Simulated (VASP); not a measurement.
# SrO (P6_3/mmc) in VASP: a series of runs

Aim: see how the results for SrO move with the level of theory and the settings. Levels: PBE, r2SCAN. Tasks: single point.

Program: VASP 6.6.1. These are calculated values, not measurements. Logs are shortened: lines on timing, memory, paths and dates and some standing lists are left out, and cuts for length are marked.

### 1 The cell of the first run

It takes space group P6_3/mmc (No. 194, hexagonal). Conventional cell: a = 4.270 Å, b = 4.270 Å, c = 5.144 Å, α = 90.00°, β = 90.00°, γ = 120.00°. Sr (site symmetry -6m2) has 5 O at 2.47 to 2.57 Å within 3.3 Å. Within 3.3 Å of O (site symmetry -6m2) lie 5 Sr at 2.47 to 2.57 Å.

### 2 Single point, PBE

Contents of INCAR:

```
ALGO = Normal
EDIFF = 1E-7
ENCUT = 520
GGA = PE
ISIF = 2
ISMEAR = 0
LASPH = True
LCHARG = False
LREAL = False
LWAVE = False
NBANDS = 24
NELM = 60
PREC = Accurate
SIGMA = 0.01
```

Contents of KPOINTS:

```
k-points
0
Gamma
  12 12 6
```

Contents of POSCAR:

```
SrO
1.0
    4.2700252748      0.0000000000      0.0000000000
   -2.1350126374      3.6979503628      0.0000000000
    0.0000000000      0.0000000000      5.1444569797
Sr O
2 2
Direct
    0.3333333333      0.6666666667      0.2500000000
    0.6666666667      0.3333333333      0.7500000000
    0.6666666667      0.3333333333      0.2500000000
    0.3333333333      0.6666666667      0.7500000000
```

Potentials or basis: VASP PAW PBE potentials, release 64 (Sr_sv, O).

Run with:

```sh
$ cat potpaw_PBE.64/Sr_sv/POTCAR potpaw_PBE.64/O/POTCAR > POTCAR
$ mpirun -np 1 vasp_std > vasp.out
```

OUTCAR:

```text
EDIFF = 1E-7
   ENCUT = 520
   GGA = PE
   ISIF = 2
   ISMEAR = 0
   LASPH = True
   LREAL = False
   NELM = 60
   PREC = Accurate

 ion  position               nearest neighbor table
   1  0.333  0.667  0.250-   3 2.47   3 2.47   3 2.47   4 2.57   4 2.57   2 3.56   2 3.56   2 3.56
                             2 3.56   2 3.56   2 3.56
   2  0.667  0.333  0.750-   4 2.47   4 2.47   4 2.47   3 2.57   3 2.57   1 3.56   1 3.56   1 3.56
                             1 3.56   1 3.56   1 3.56
   3  0.667  0.333  0.250-   1 2.47   1 2.47   1 2.47   2 2.57   2 2.57
   4  0.333  0.667  0.750-   2 2.47   2 2.47   2 2.47   1 2.57   1 2.57

  LATTYP: Found a hexagonal cell.
 ALAT       =     4.2700252748
 C/A-ratio  =     1.2047837305

  Lattice vectors:

 A1 = (   4.2700252748,   0.0000000000,   0.0000000000)
 A2 = (  -2.1350126374,   3.6979503628,   0.0000000000)
 A3 = (   0.0000000000,   0.0000000000,   5.1444569797)

Analysis of symmetry for initial positions (statically):
=====================================================================
 Subroutine PRICEL returns:
 Original cell was already a primitive cell.

 Routine SETGRP: Setting up the symmetry group for a
 hexagonal supercell.

 Subroutine GETGRP returns: Found 24 space group operations
 (whereof 12 operations were pure point group operations)
 out of a pool of 24 trial point group operations.

The static configuration has the point symmetry D_3d.
 The point group associated with its full space group is D_6h.

Analysis of symmetry for dynamics (positions and initial velocities):
=====================================================================
 Subroutine PRICEL returns:
 Original cell was already a primitive cell.

 Routine SETGRP: Setting up the symmetry group for a
 hexagonal supercell.

 Subroutine GETGRP returns: Found 24 space group operations
 (whereof 12 operations were pure point group operations)
 out of a pool of 24 trial point group operations.

The dynamic configuration has the point symmetry D_3d.
 The point group associated with its full space group is D_6h.

 Subroutine INISYM returns: Found 24 space group operations
 (whereof 12 operations are pure point group operations),
 and found     1 'primitive' translations

----------------------------------------------------------------------------------------

                                     Primitive cell

  volume of cell :      81.2327

  direct lattice vectors                    reciprocal lattice vectors
     4.270025275  0.000000000  0.000000000     0.234190651  0.135210036  0.000000000
    -2.135012637  3.697950363  0.000000000     0.000000000  0.270420071  0.000000000
     0.000000000  0.000000000  5.144456980     0.000000000  0.000000000  0.194383976

  length of vectors
     4.270025275  4.270025275  5.144456980     0.270420071  0.270420071  0.194383976

  position of ions in fractional coordinates (direct lattice)
     0.333333333  0.666666667  0.250000000
     0.666666667  0.333333333  0.750000000
     0.666666667  0.333333333  0.250000000
     0.333333333  0.666666667  0.750000000

  ion indices of the primitive-cell ions
   primitive index   ion index
                 1           1
                 2           2
                 3           3
                 4           4

----------------------------------------------------------------------------------------

 KPOINTS: k-points

Automatic generation of k-mesh.
 Grid dimensions read from file:
 generate k-points for:   12   12    6

 Generating k-lattice:

  Cartesian coordinates                     Fractional coordinates (reciprocal lattice)
     0.019515888  0.011267503  0.000000000     0.083333333  0.000000000  0.000000000
     0.000000000  0.022535006  0.000000000     0.000000000  0.083333333  0.000000000
     0.000000000  0.000000000  0.032397329     0.000000000  0.000000000  0.166666667

  Length of vectors
     0.022535006  0.022535006  0.032397329

  Shift w.r.t. Gamma in fractional coordinates (k-lattice)
     0.000000000  0.000000000  0.000000000

 Subroutine IBZKPT returns following result:
 ===========================================

 Found     76 irreducible k-points:

 Following reciprocal coordinates:
            Coordinates               Weight
  0.000000  0.000000  0.000000      1.000000
  0.083333  0.000000  0.000000      6.000000
  0.166667 -0.000000  0.000000      6.000000
  0.250000  0.000000  0.000000      6.000000
  0.333333  0.000000  0.000000      6.000000
  0.416667  0.000000  0.000000      6.000000
[... 16 lines left out ...]
  0.250000  0.000000  0.166667     12.000000
  0.333333  0.000000  0.166667     12.000000
 [... further k-points ...]
   k-points           NKPTS =     76   k-points in BZ     NKDIM =     76   number of bands    NBANDS=     24
   number of dos      NEDOS =    301   number of ions     NIONS =      4
   total plane-waves  NPLWV =  40960
   dimension x,y,z NGX =    32 NGY =   32 NGZ =   40
   dimension x,y,z NGXF=    64 NGYF=   64 NGZF=   80
   ions per type =               2   2
   NGX,Y,Z   is equivalent  to a cutoff of  12.46, 12.46, 12.93 a.u.
   NGXF,Y,Z  is equivalent  to a cutoff of  24.92, 24.92, 25.85 a.u.
 SYSTEM =  unknown system
   PREC   = accura    normal or accurate (medium, high low for compatibility)
   ISTART =      0    job   : 0-new  1-cont  2-samecut
   ICHARG =      2    charge: 1-file 2-atom 10-const
   ISPIN  =      1    spin polarized calculation?
   LNONCOLLINEAR =      F non collinear calculations
   LSORBIT =      F    spin-orbit coupling
   LASPH  =      T    aspherical Exc in radial PAW
   ENCUT  =  520.0 eV  38.22 Ry    6.18 a.u.   7.94  7.94  9.57*2*pi/ulx,y,z
   NELM   =     60;   NELMIN=  2; NELMDL= -5     # of ELM steps
   EDIFF  = 0.1E-06   stopping-criterion for ELM
   LREAL  =      F    real-space projection
   EDIFFG = 0.1E-05   stopping-criterion for IOM
   NSW    =      0    number of steps for IOM
   IBRION =     -1    ionic relax: 0-MD 1-quasi-New 2-CG
   NFREE  =      0    steps in history (QN), initial steepest desc. (CG)
   ISIF   =      2    stress and relaxation
   ISYM   =      2    0-nonsym 1-usesym 2-fastsym
   POTIM  = 0.5000    time-step for ionic-motion
   TEBEG  =    0.0;   TEEND  =   0.0 temperature during run
   PSTRESS=    0.0 pullay stress
   NELECT =      32.0000    total number of electrons
   NUPDOWN=      -1.0000    fix difference up-down
   EMIN   =  10.00;   EMAX   =-10.00  energy-range for DOS
   EFERMI =   0.00;   METHOD = LEGACY
   ISMEAR =     0;   SIGMA  =   0.01  broadening in eV -4-tet -1-fermi 0-gaus
   EFERMI_NEDOS =   21; number of points for ismear=-14 and -15
   IALGO  =     38    algorithm
   IMIX   =      4    mixing-type and parameters
     AMIX     =   0.40;   BMIX     =  1.00
     AMIX_MAG =   1.60;   BMIX_MAG =  1.00
  volume/ion in A,a.u.               =      20.31       137.05
  Fermi-wavevector in a.u.,A,eV,Ry     =   1.200092  2.267845 19.595387  1.440220
  Thomas-Fermi vector in A             =   2.335937
   LORBIT       =      0    0 simple, 1 ext, 2 COOP (PROOUT), +10 PAW based schemes
   GGA     = PE    functional components
   LHFCALC =     F    Hartree Fock is set to
   AEXX    =    0.0000 exact exchange contribution
   IVDW    =     0    specifies the selected vdW correction
   LEPSILON=     F    determine dielectric tensor
   LRPA    =     F    only Hartree local field effects (RPA)
 non-spin polarized calculation
 Gauss-broadening in eV      SIGMA  =   0.01
  energy-cutoff  :      520.00
  volume of cell :       81.23
 maximum number of plane-waves:      2208
 NGX is ok and might be reduce to    32
   NGX = 15   NGY = 15   NGZ = 19

 number of electron      32.0000008 magnetization

 Free energy of the ion-electron system (eV)
  ---------------------------------------------------
  ext. energy  EPLUGINS =         0.00000000
  ---------------------------------------------------
  free energy    TOTEN  =       -23.89492940 eV

  energy without entropy =      -23.89492940  energy(sigma->0) =      -23.89492940

 E-fermi :   0.8959     XC(G=0):  -8.9595

 val. band max:        0.7834946391   @ k =   0.0000   0.0000   0.0000
 cond. band min:       3.4231002351   @ k =   0.0000   0.0000   0.0000
 fundamental gap:      2.6396055960
 Fermi energy:         0.8958897369

 k-point     1 :       0.0000    0.0000    0.0000
  band No.  band energies     occupation
      1     -31.6214      2.00000
      2     -31.4528      2.00000
      3     -14.2570      2.00000
      4     -14.2550      2.00000
      5     -14.1596      2.00000
      6     -13.7617      2.00000
[... 16 lines left out ...]
     23       9.3583      0.00000
     24       9.6562      0.00000

 k-point     2 :       0.0833    0.0000    0.0000
  band No.  band energies     occupation
      1     -31.6177      2.00000
      2     -31.4542      2.00000
      3     -14.4392      2.00000
      4     -14.3909      2.00000
      5     -14.1455      2.00000
      6     -13.7720      2.00000
[... 16 lines left out ...]
     23       9.2261      0.00000
     24       9.3359      0.00000

 k-point     3 :       0.1667   -0.0000    0.0000
  band No.  band energies     occupation
      1     -31.6070      2.00000
      2     -31.4583      2.00000
      3     -14.7262      2.00000
      4     -14.6482      2.00000
      5     -14.1045      2.00000
      6     -13.7988      2.00000
[... 16 lines left out ...]
     23       9.2540      0.00000
     24       9.2677      0.00000

 k-point     4 :       0.2500    0.0000    0.0000
  band No.  band energies     occupation
      1     -31.5911      2.00000
      2     -31.4653      2.00000
      3     -14.9850      2.00000
      4     -14.8977      2.00000
      5     -14.0410      2.00000
      6     -13.8334      2.00000
[... 16 lines left out ...]
     23       9.1560      0.00000
     24       9.5085      0.00000

 k-point     5 :       0.3333    0.0000    0.0000
  band No.  band energies     occupation
      1     -31.5724      2.00000
      2     -31.4750      2.00000
      3     -15.1846      2.00000
      4     -15.0949      2.00000
      5     -13.9634      2.00000
      6     -13.8660      2.00000
[... 16 lines left out ...]
     23       9.0850      0.00000
     24       9.5232      0.00000

 k-point     6 :       0.4167    0.0000    0.0000
  band No.  band energies     occupation
      1     -31.5553      2.00000
      2     -31.4857      2.00000
      3     -15.3098      2.00000
      4     -15.2196      2.00000
      5     -13.8889      2.00000
      6     -13.8878      2.00000
[... 16 lines left out ...]
     23       9.4287      0.00000
     24       9.4914      0.00000
[... 379 lines left out ...]
 k-point    21 :       0.0833    0.0000    0.1667
  band No.  band energies     occupation
      1     -31.6065      2.00000
      2     -31.4649      2.00000
      3     -14.7615      2.00000
      4     -14.5899      2.00000
      5     -13.8365      2.00000
      6     -13.7513      2.00000
[... 16 lines left out ...]
     23       9.3984      0.00000
     24       9.5086      0.00000

 k-point    22 :       0.1667   -0.0000    0.1667
  band No.  band energies     occupation
      1     -31.5968      2.00000
      2     -31.4680      2.00000
      3     -14.9426      2.00000
      4     -14.8078      2.00000
      5     -13.8756      2.00000
      6     -13.7764      2.00000
[... 16 lines left out ...]
     23       9.3258      0.00000
     24       9.6562      0.00000

 k-point    23 :       0.2500    0.0000    0.1667
  band No.  band energies     occupation
      1     -31.5824      2.00000
      2     -31.4734      2.00000
      3     -15.1452      2.00000
      4     -15.0356      2.00000
      5     -13.8542      2.00000
      6     -13.8088      2.00000
[... 16 lines left out ...]
     23       9.4033      0.00000
     24       9.8630      0.00000

 k-point    24 :       0.3333    0.0000    0.1667
  band No.  band energies     occupation
      1     -31.5656      2.00000
      2     -31.4812      2.00000
      3     -15.3155      2.00000
      4     -15.2217      2.00000
      5     -13.8396      2.00000
      6     -13.8032      2.00000
[... 16 lines left out ...]
     23       9.5522      0.00000
     24       9.6813      0.00000

 [... further k-points ...]
[... 5 lines left out ...]
  --------------------------------------------------------------------------------------
  -------------------------------------------------------------------------------------
  Total        0.7979521      0.7979521      1.0254561     -0.0000000     -0.0000000      0.0000000
  in kB       15.7382464     15.7382464     20.2253749     -0.0000000     -0.0000000      0.0000000
  external PRESSURE =      17.2339559 kB  Pullay stress =       0.0000000 kB

 VOLUME and BASIS-vectors are now :
 -----------------------------------------------------------------------------
  energy-cutoff  :      520.00
  volume of cell :       81.23
      direct lattice vectors                 reciprocal lattice vectors
     4.270025275  0.000000000  0.000000000     0.234190651  0.135210036  0.000000000
    -2.135012637  3.697950363  0.000000000     0.000000000  0.270420071  0.000000000
     0.000000000  0.000000000  5.144456980     0.000000000  0.000000000  0.194383976

 POSITION                                       TOTAL-FORCE (eV/Angst)
 -----------------------------------------------------------------------------------
     -0.00000      2.46530      1.28611         0.000000      0.000000      0.000000
      2.13501      1.23265      3.85834         0.000000      0.000000      0.000000
      2.13501      1.23265      1.28611        -0.000000     -0.000000      0.000000
     -0.00000      2.46530      3.85834         0.000000      0.000000      0.000000
 -----------------------------------------------------------------------------------
    total drift:                               -0.000000     -0.000000     -0.000000

  FREE ENERGIE OF THE ION-ELECTRON SYSTEM (eV)
  ---------------------------------------------------
  free  energy   TOTEN  =       -23.8949293971 eV

  energy  without entropy=      -23.8949293971  energy(sigma->0) =      -23.89492940
```

It took 2 min on 1 thread of Intel Xeon Platinum 8259CL at 2.50GHz (Skylake/Cascade Lake), shared host; peak memory 0.27 GiB.

Results:

```yaml
Free_energy: -23.8949 eV
Pressure: 1.7 GPa
Band_gap_on_the_k_mesh: 2.64 eV, direct
```

Stress tensor (GPa, compression positive):
```
1.57 0.00 0.00
0.00 1.57 0.00
0.00 0.00 2.02
```

Levels at points of the mesh, in eV from the valence-band top:
```
           k point  band 13  band 14  band 15  band 16  band 17  band 18  band 19  band 20
(0.00, 0.00, 0.00)    -0.90    -0.90    -0.33     0.00     2.64     6.12     6.12     7.13
(0.50, 0.00, 0.00)    -0.37    -0.36    -0.34    -0.27     4.29     4.83     5.06     7.16
(0.00, 0.00, 0.50)    -1.10    -1.10    -1.10    -1.10     4.34     4.34     7.86     7.86
(0.50, 0.00, 0.50)    -0.91    -0.91    -0.44    -0.44     4.93     4.93     7.40     7.40
```

A k mesh can miss the band edges. A hybrid or GW would open this gap; PBE tends to underestimate it.

(Continued in part 2 of 2.)
